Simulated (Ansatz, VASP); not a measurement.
Two plane-wave programs on InSb

```xyz
4
Lattice="3.0633 -3.0814 0.0000 3.0633 3.0814 0.0000 0.0000 0.0000 6.1269" Properties=species:S:1:pos:R:3 pbc="T T T"
In    3.0633    1.3594    1.5317
In    3.0633   -1.3594    4.5952
Sb    3.0633   -1.7083    1.5317
Sb    3.0633    1.7083    4.5952
```

Alike in both runs: task single point; functional PBE; k mesh 10 × 10 × 8; occupations fermi-dirac, width 0.2 eV; no spin polarisation.

|  | VASP | Ansatz |
| --- | --- | --- |
| version | VASP 6.6.1 | Ansatz 0.2.0 |
| potentials or method | VASP PAW PBE potentials, release 64 (In_d, Sb), cutoff 520 eV | scalar-relativistic, plane waves, PAW |
| valence electrons in the cell | 36 | 56 |

```csv
,VASP,Ansatz,Ansatz less VASP
gap on the k mesh at the Fermi level (eV),none,none,-
pressure (GPa),0.3,0.3,+0.03
"traceless stress, the component that is largest in VASP (GPa)",-0.26,-0.26,0.000
rms of the force components (eV/Å),0.012,0.013,+0.0010
```

Atom by atom the forces differ by 0.001 eV/Å (rms over components). A gap of «none» marks a metal or a gap that the smearing closes. VASP's potentials hold 36 valence electrons a cell and Ansatz's 56, so a difference there can come from the potentials and not from the codes.

Neither program's run includes spin-orbit coupling.
